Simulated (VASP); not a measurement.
# Ti5AlN6 (P4/mmm) in VASP: notebook

The runs below take Ti5AlN6 through relaxation of cell and atoms, single point, with PBE.

Program: VASP 6.6.1. These are calculated values, not measurements. Logs are shortened: lines on timing, memory, paths and dates and some standing lists are left out, and cuts for length are marked.

**1. The cell of the first run**

It takes space group P4/mmm (No. 123, tetragonal). The conventional cell has a = 2.981 Å, b = 2.981 Å, c = 12.734 Å, α = 90.00°, β = 90.00°, γ = 90.00°. Within 2.8 Å of Ti (site symmetry 4mm) lie 6 N at 2.09 to 2.17 Å. Ti (site symmetry 4mm) has 6 N at 2.11 to 2.19 Å within 2.8 Å. Within 2.8 Å of Ti (site symmetry 4/mmm) lie 6 N at 2.11 Å. Within 2.7 Å of Al (site symmetry 4/mmm) lie 6 N at 2.04 to 2.11 Å. Within 2.7 Å of N (site symmetry 4mm) lie 1 Al at 2.04 Å and 5 Ti at 2.11 to 2.19 Å. Within 2.8 Å of N (site symmetry 4mm) lie 6 Ti at 2.09 to 2.11 Å. Within 2.8 Å of N (site symmetry 4/mmm) lie 6 Ti at 2.11 to 2.14 Å. N (site symmetry 4/mmm) has 4 Al at 2.11 Å and 2 Ti at 2.17 Å within 2.8 Å.

**2. Relaxation of cell and atoms, PBE**

INCAR reads:

```
SYSTEM = Ti5AlN6
  PREC = Accurate
  ENCUT = 600
  EDIFF = 1E-7
  ISMEAR = 0
  SIGMA = 0.1
  LREAL = .FALSE.
  LASPH = .TRUE.
  NELM = 120
  ALGO = Normal
  ISIF = 3
  LWAVE = .FALSE.
  LCHARG = .FALSE.
  GGA = PE
  IBRION = 2
  NSW = 100
  EDIFFG = -0.01
  GGA_COMPAT = .FALSE.
  NELMIN = 4
```

KPOINTS reads:

```
Automatic mesh
0
G
  12 12 4
  0 0 0
```

POSCAR reads:

```
Ti5AlN6
1.0
    2.9805092000      0.0000000000      0.0000000000
    0.0000000000      2.9805092000      0.0000000000
    0.0000000000      0.0000000000     12.7342438000
Ti Al N
5 1 6
Direct
    0.5000000000      0.5000000000      0.1701970000
    0.0000000000      0.0000000000      0.3316880000
    0.5000000000      0.5000000000      0.5000000000
    0.0000000000      0.0000000000      0.6683120000
    0.5000000000      0.5000000000      0.8298030000
    0.0000000000      0.0000000000      0.0000000000
    0.0000000000      0.0000000000      0.1598570000
    0.5000000000      0.5000000000      0.3341830000
    0.0000000000      0.0000000000      0.5000000000
    0.5000000000      0.5000000000      0.6658170000
    0.0000000000      0.0000000000      0.8401430000
    0.5000000000      0.5000000000      0.0000000000
```

Potentials or basis: VASP PAW PBE potentials, release 64 (Ti_sv, Al, N).

The run is started by

```sh
$ cat potpaw_PBE.64/Ti_sv/POTCAR potpaw_PBE.64/Al/POTCAR potpaw_PBE.64/N/POTCAR > POTCAR
$ mpirun -np 1 vasp_std > vasp.out
```

OUTCAR:

```text
SYSTEM = Ti5AlN6
   PREC = Accurate
   ENCUT = 600
   EDIFF = 1E-7
   ISMEAR = 0
   LREAL = .FALSE.
   LASPH = .TRUE.
   NELM = 120
   ISIF = 3
   GGA = PE
   IBRION = 2
   NSW = 100
   EDIFFG = -0.01
   NELMIN = 4

 ion  position               nearest neighbor table
   1  0.500  0.500  0.170-   8 2.09   7 2.11   7 2.11   7 2.11   7 2.11  12 2.17   6 3.02   6 3.02
                             6 3.02   6 3.02
   2  0.000  0.000  0.332-   8 2.11   8 2.11   8 2.11   8 2.11   9 2.14   7 2.19
   3  0.500  0.500  0.500-   9 2.11   9 2.11   9 2.11   9 2.11  10 2.11   8 2.11
   4  0.000  0.000  0.668-  10 2.11  10 2.11  10 2.11  10 2.11   9 2.14  11 2.19
   5  0.500  0.500  0.830-  10 2.09  11 2.11  11 2.11  11 2.11  11 2.11  12 2.17   6 3.02   6 3.02
                             6 3.02   6 3.02
   6  0.000  0.000  0.000-   7 2.04  11 2.04  12 2.11  12 2.11  12 2.11  12 2.11   5 3.02   5 3.02
                             1 3.02   5 3.02   1 3.02   1 3.02   5 3.02   1 3.02
   7  0.000  0.000  0.160-   6 2.04   1 2.11   1 2.11   1 2.11   1 2.11   2 2.19
   8  0.500  0.500  0.334-   1 2.09   2 2.11   2 2.11   2 2.11   2 2.11   3 2.11
   9  0.000  0.000  0.500-   3 2.11   3 2.11   3 2.11   3 2.11   4 2.14   2 2.14
  10  0.500  0.500  0.666-   5 2.09   4 2.11   4 2.11   4 2.11   4 2.11   3 2.11
  11  0.000  0.000  0.840-   6 2.04   5 2.11   5 2.11   5 2.11   5 2.11   4 2.19
  12  0.500  0.500  0.000-   6 2.11   6 2.11   6 2.11   6 2.11   1 2.17   5 2.17

  LATTYP: Found a simple tetragonal cell.
 ALAT       =     2.9805092000
 C/A-ratio  =     4.2725061208

  Lattice vectors:

 A1 = (   2.9805092000,   0.0000000000,   0.0000000000)
 A2 = (   0.0000000000,   2.9805092000,   0.0000000000)
 A3 = (   0.0000000000,   0.0000000000,  12.7342438000)

Analysis of symmetry for initial positions (statically):
=====================================================================
 Subroutine PRICEL returns:
 Original cell was already a primitive cell.

 Routine SETGRP: Setting up the symmetry group for a
 simple tetragonal supercell.

 Subroutine GETGRP returns: Found 16 space group operations
 (whereof 16 operations were pure point group operations)
 out of a pool of 16 trial point group operations.

The static configuration has the point symmetry D_4h.

Analysis of symmetry for dynamics (positions and initial velocities):
=====================================================================
 Subroutine PRICEL returns:
 Original cell was already a primitive cell.

 Routine SETGRP: Setting up the symmetry group for a
 simple tetragonal supercell.

 Subroutine GETGRP returns: Found 16 space group operations
 (whereof 16 operations were pure point group operations)
 out of a pool of 16 trial point group operations.

The dynamic configuration has the point symmetry D_4h.

 Subroutine INISYM returns: Found 16 space group operations
 (whereof 16 operations are pure point group operations),
 and found     1 'primitive' translations

----------------------------------------------------------------------------------------

                                     Primitive cell

  volume of cell :     113.1238

  direct lattice vectors                    reciprocal lattice vectors
     2.980509200  0.000000000  0.000000000     0.335513140  0.000000000  0.000000000
     0.000000000  2.980509200  0.000000000     0.000000000  0.335513140  0.000000000
     0.000000000  0.000000000 12.734243800     0.000000000  0.000000000  0.078528416

  length of vectors
     2.980509200  2.980509200 12.734243800     0.335513140  0.335513140  0.078528416

  position of ions in fractional coordinates (direct lattice)
     0.500000000  0.500000000  0.170197000
     0.000000000  0.000000000  0.331688000
     0.500000000  0.500000000  0.500000000
     0.000000000  0.000000000  0.668312000
     0.500000000  0.500000000  0.829803000
     0.000000000  0.000000000  0.000000000
     0.000000000  0.000000000  0.159857000
     0.500000000  0.500000000  0.334183000
     0.000000000  0.000000000  0.500000000
     0.500000000  0.500000000  0.665817000
     0.000000000  0.000000000  0.840143000
     0.500000000  0.500000000  0.000000000

  ion indices of the primitive-cell ions
   primitive index   ion index
                 1           1
                 2           2
                 3           3
                 4           4
                 5           5
                 6           6
                 7           7
                 8           8
                 9           9
                10          10
                11          11
                12          12

----------------------------------------------------------------------------------------

 KPOINTS: Automatic mesh

Automatic generation of k-mesh.
 Grid dimensions read from file:
 generate k-points for:   12   12    4

 Generating k-lattice:

  Cartesian coordinates                     Fractional coordinates (reciprocal lattice)
     0.027959428  0.000000000  0.000000000     0.083333333  0.000000000  0.000000000
     0.000000000  0.027959428  0.000000000     0.000000000  0.083333333  0.000000000
     0.000000000  0.000000000  0.019632104     0.000000000  0.000000000  0.250000000

  Length of vectors
     0.027959428  0.027959428  0.019632104

  Shift w.r.t. Gamma in fractional coordinates (k-lattice)
     0.000000000  0.000000000  0.000000000

 Subroutine IBZKPT returns following result:
 ===========================================

 Found     84 irreducible k-points:

 Following reciprocal coordinates:
            Coordinates               Weight
  0.000000  0.000000  0.000000      1.000000
  0.083333  0.000000  0.000000      4.000000
  0.166667  0.000000  0.000000      4.000000
  0.250000  0.000000  0.000000      4.000000
  0.333333  0.000000  0.000000      4.000000
  0.416667  0.000000  0.000000      4.000000
[... 16 lines left out ...]
  0.333333  0.333333  0.000000      4.000000
  0.416667  0.333333  0.000000      8.000000
 [... further k-points ...]
   k-points           NKPTS =     84   k-points in BZ     NKDIM =     84   number of bands    NBANDS=     55
   number of dos      NEDOS =    301   number of ions     NIONS =     12
   total plane-waves  NPLWV =  62208
   dimension x,y,z NGX =    24 NGY =   24 NGZ =  108
   dimension x,y,z NGXF=    48 NGYF=   48 NGZF=  216
   ions per type =               5   1   6
   NGX,Y,Z   is equivalent  to a cutoff of  13.39, 13.39, 14.10 a.u.
   NGXF,Y,Z  is equivalent  to a cutoff of  26.77, 26.77, 28.20 a.u.
 SYSTEM =  Ti5AlN6
   PREC   = accura    normal or accurate (medium, high low for compatibility)
   ISTART =      0    job   : 0-new  1-cont  2-samecut
   ICHARG =      2    charge: 1-file 2-atom 10-const
   ISPIN  =      1    spin polarized calculation?
   LNONCOLLINEAR =      F non collinear calculations
   LSORBIT =      F    spin-orbit coupling
   LASPH  =      T    aspherical Exc in radial PAW
   ENCUT  =  600.0 eV  44.10 Ry    6.64 a.u.   5.95  5.95 25.43*2*pi/ulx,y,z
   NELM   =    120;   NELMIN=  4; NELMDL= -5     # of ELM steps
   EDIFF  = 0.1E-06   stopping-criterion for ELM
   LREAL  =      F    real-space projection
   EDIFFG = -.1E-01   stopping-criterion for IOM
   NSW    =    100    number of steps for IOM
   IBRION =      2    ionic relax: 0-MD 1-quasi-New 2-CG
   NFREE  =      1    steps in history (QN), initial steepest desc. (CG)
   ISIF   =      3    stress and relaxation
   ISYM   =      2    0-nonsym 1-usesym 2-fastsym
   POTIM  = 0.5000    time-step for ionic-motion
   TEBEG  =    0.0;   TEEND  =   0.0 temperature during run
   PSTRESS=    0.0 pullay stress
   NELECT =      93.0000    total number of electrons
   NUPDOWN=      -1.0000    fix difference up-down
   EMIN   =  10.00;   EMAX   =-10.00  energy-range for DOS
   EFERMI =   0.00;   METHOD = LEGACY
   ISMEAR =     0;   SIGMA  =   0.10  broadening in eV -4-tet -1-fermi 0-gaus
   EFERMI_NEDOS =   21; number of points for ismear=-14 and -15
   IALGO  =     38    algorithm
   IMIX   =      4    mixing-type and parameters
     AMIX     =   0.40;   BMIX     =  1.00
     AMIX_MAG =   1.60;   BMIX_MAG =  1.00
  volume/ion in A,a.u.               =       9.43        63.62
  Fermi-wavevector in a.u.,A,eV,Ry     =   1.533620  2.898122 32.000774  2.351991
  Thomas-Fermi vector in A             =   2.640662
   LORBIT       =      0    0 simple, 1 ext, 2 COOP (PROOUT), +10 PAW based schemes
   GGA     = PE    functional components
   LHFCALC =     F    Hartree Fock is set to
   AEXX    =    0.0000 exact exchange contribution
   IVDW    =     0    specifies the selected vdW correction
   LEPSILON=     F    determine dielectric tensor
   LRPA    =     F    only Hartree local field effects (RPA)
 conjugate gradient relaxation of ions
 non-spin polarized calculation
 Gauss-broadening in eV      SIGMA  =   0.10
  energy-cutoff  :      600.00
  volume of cell :      113.12
 maximum number of plane-waves:      3816
 NGX is ok and might be reduce to    24
   NGX = 11   NGY = 11   NGZ = 51

--------------------------------------- Ionic step        1  -------------------------------------------

 number of electron      92.9999982 magnetization

 Free energy of the ion-electron system (eV)
  ---------------------------------------------------
  ext. energy  EPLUGINS =         0.00000000
  ---------------------------------------------------
  free energy    TOTEN  =      -112.30909500 eV

  energy without entropy =     -112.28914343  energy(sigma->0) =     -112.29911922

------------------------ aborting loop because EDIFF is reached ----------------------------------------

  FORCE on cell =-STRESS in cart. coord.  units (eV):
  Direction    XX          YY          ZZ          XY          YZ          ZX
  --------------------------------------------------------------------------------------
  -------------------------------------------------------------------------------------
  Total        0.1558778      0.1558778      0.1580150      0.0000000      0.0000000      0.0000000
  in kB        2.2077034      2.2077034      2.2379733      0.0000000      0.0000000      0.0000000
  external PRESSURE =       2.2177934 kB  Pullay stress =       0.0000000 kB
[... 77 lines left out ...]
  energy  without entropy=     -112.2890279363  energy(sigma->0) =     -112.29903716

--------------------------------------- Ionic step        3  -------------------------------------------

 number of electron      92.9999982 magnetization

 Free energy of the ion-electron system (eV)
  ---------------------------------------------------
  ext. energy  EPLUGINS =         0.00000000
  ---------------------------------------------------
  free energy    TOTEN  =      -112.30916226 eV

  energy without entropy =     -112.28918368  energy(sigma->0) =     -112.29917297

 E-fermi :  11.2677     XC(G=0): -12.8497

 val. band max:       11.2658820644   @ k =   0.5000   0.1667   0.5000
 cond. band min:      11.2722525326   @ k =   0.4167   0.1667   0.5000
 fundamental gap:      0.0063704681
 Fermi energy:        11.2677357888

 k-point     1 :       0.0000    0.0000    0.0000
  band No.  band energies     occupation
      1     -46.5414      2.00000
      2     -46.5121      2.00000
      3     -46.5044      2.00000
      4     -46.3955      2.00000
      5     -46.3831      2.00000
      6     -23.0203      2.00000
[... 1381 lines left out ...]
     54      13.4595      0.00000
     55      13.5100      0.00000

 [... further k-points ...]

------------------------ aborting loop because EDIFF is reached ----------------------------------------

  FORCE on cell =-STRESS in cart. coord.  units (eV):
  Direction    XX          YY          ZZ          XY          YZ          ZX
  --------------------------------------------------------------------------------------
  -------------------------------------------------------------------------------------
  Total        0.0090206      0.0090206      0.0124023      0.0000000     -0.0000000      0.0000000
  in kB        0.1276614      0.1276614      0.1755195      0.0000000     -0.0000000      0.0000000
  external PRESSURE =       0.1436141 kB  Pullay stress =       0.0000000 kB
[... 27 lines left out ...]
  FREE ENERGIE OF THE ION-ELECTRON SYSTEM (eV)
  ---------------------------------------------------
  free  energy   TOTEN  =      -112.3091622551 eV

  energy  without entropy=     -112.2891836839  energy(sigma->0) =     -112.29917297

 reached required accuracy - stopping structural energy minimisation
```

It took 27 min on 1 thread of Intel Xeon Platinum 8559C (Emerald Rapids), shared host; peak memory 0.58 GiB.

What came out:

```yaml
Free_energy: -112.3092 eV
Relaxed_volume: 9.43 Å³/atom
Relaxed_cell: a = 2.981 Å, b = 2.981 Å, c = 12.738 Å, α = 90.00°, β = 90.00°, γ = 90.00°
Space_group_after_relaxing_to_0.1_Å: P4/mmm (No. 123)
Energy_gained_by_relaxing: 0.0 meV/atom
Ionic_steps: 3
Pressure_after_relaxing: 0.0 GPa
Largest_force_after_relaxing: 0.006 eV/Å
Band_gap_on_the_k_mesh: zero (an odd number of electrons rules out a gap without spin polarisation)
```

Forces on the atoms (eV/Å):
```
Ti   0.000  0.000 -0.005
Ti   0.000  0.000 -0.001
Ti   0.000  0.000  0.000
Ti   0.000  0.000  0.001
Ti   0.000  0.000  0.005
Al   0.000  0.000  0.000
N    0.000  0.000 -0.006
N    0.000  0.000 -0.002
N    0.000  0.000  0.000
N    0.000  0.000  0.002
N    0.000  0.000  0.006
N    0.000  0.000  0.000
```

Final structure:
```
Ti Al N
1.0
     2.98127    0.00000    0.00000
     0.00000    2.98127    0.00000
     0.00000    0.00000   12.73753
Ti Al N
5 1 6
Direct
  0.50000 0.50000 0.17019
  0.00000 0.00000 0.33169
  0.50000 0.50000 0.50000
  0.00000 0.00000 0.66831
  0.50000 0.50000 0.82981
  0.00000 0.00000 0.00000
  0.00000 0.00000 0.15984
  0.50000 0.50000 0.33418
  0.00000 0.00000 0.50000
  0.50000 0.50000 0.66582
  0.00000 0.00000 0.84016
  0.50000 0.50000 0.00000
```

Levels at points of the mesh, in eV from the Fermi level:
```csv
k point,band 44,band 45,band 46,band 47,band 48,band 49
"(0.00, 0.00, 0.00)",-1.99,-1.85,-1.85,-1.84,-1.24,-0.81
"(0.50, 0.00, 0.00)",-2.73,1.01,1.23,1.53,1.57,1.57
"(0.50, 0.50, 0.00)",-2.90,-2.73,-2.73,-0.67,-0.67,0.57
"(0.00, 0.00, 0.50)",-2.34,-2.10,-2.10,-1.95,-1.29,-0.78
"(0.50, 0.00, 0.50)",-2.74,1.19,1.23,1.25,1.44,1.48
"(0.50, 0.50, 0.50)",-3.31,-2.06,-2.06,-1.22,-1.22,0.96
```

Caveat: an odd number of electrons without spin polarisation forces a metal; a magnetic or distorted state may lie lower.

[end of part 1 of 2]

The gap in the log of VASP goes by the Fermi energy; the results here count the filled bands.